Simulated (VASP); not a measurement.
**CuO: single point with PBEsol**

Crystal: CuO.

```
CELL_PARAMETERS angstrom
2.03079 -2.19662 0.00000
2.03079 2.19662 0.00000
0.00000 0.00000 5.15593
ATOMIC_POSITIONS crystal
Cu 0.50000 0.00000 0.00000
Cu 0.00000 0.50000 0.50000
O 0.50000 0.50000 0.25000
O 0.50000 0.50000 0.75000
```

| Quantity | Value |
| --- | --- |
| Program | VASP 6.6.1 |
| Task | single point |
| Functional | PBEsol |
| Potentials or basis | VASP PAW PBE potentials, release 64 (Cu_sv_GW, O) |
| Cutoff | 700 eV |
| k mesh | 8 × 8 × 5 |
| Occupations | fermi-dirac, width 0.05 eV |
| Spin | no spin polarisation |
| Dipole correction | no |
| Second run | valence_matched |
| Further INCAR settings | ALGO = Normal; EDIFF = 1e-06; NBANDS = 33 |

The pressure is -13.2 GPa and the band gap on the k mesh is zero (band 25 reaches 4.88 eV, above the bottom of band 26 at 4.03 eV).

Stress tensor (GPa, compression positive):
```
-11.59   0.00   0.00
  0.00 -13.78   0.00
  0.00   0.00 -14.09
```

Levels at points of the mesh, in eV from the Fermi level:
```csv
k point,band 21,band 22,band 23,band 24,band 25,band 26,band 27,band 28,band 29,band 30
"(0.00, 0.00, 0.00)",-2.23,-2.21,-2.15,-1.72,0.61,0.78,1.25,5.88,7.12,12.76
"(0.50, 0.00, 0.00)",-2.15,-1.74,-1.47,-1.42,0.24,0.50,3.75,5.68,6.06,10.64
"(0.50, 0.50, 0.00)",-2.22,-2.21,-1.56,-1.15,-1.10,1.10,2.12,7.19,8.86,9.84
```

It took 84 s on 1 thread of Intel(R) Xeon(R) 6975P-C (Granite Rapids) (shared host), peak memory 0.29 GiB.

Caveat: the PAW data sets were made with another functional, which shifts forces and pressure a little; semilocal functionals often make such compounds metallic where correlation or magnetic order opens a gap, which also shifts bond lengths. With open d or f shells a metallic result of PBEsol can be an artefact of self-interaction; +U or a hybrid may open a gap.
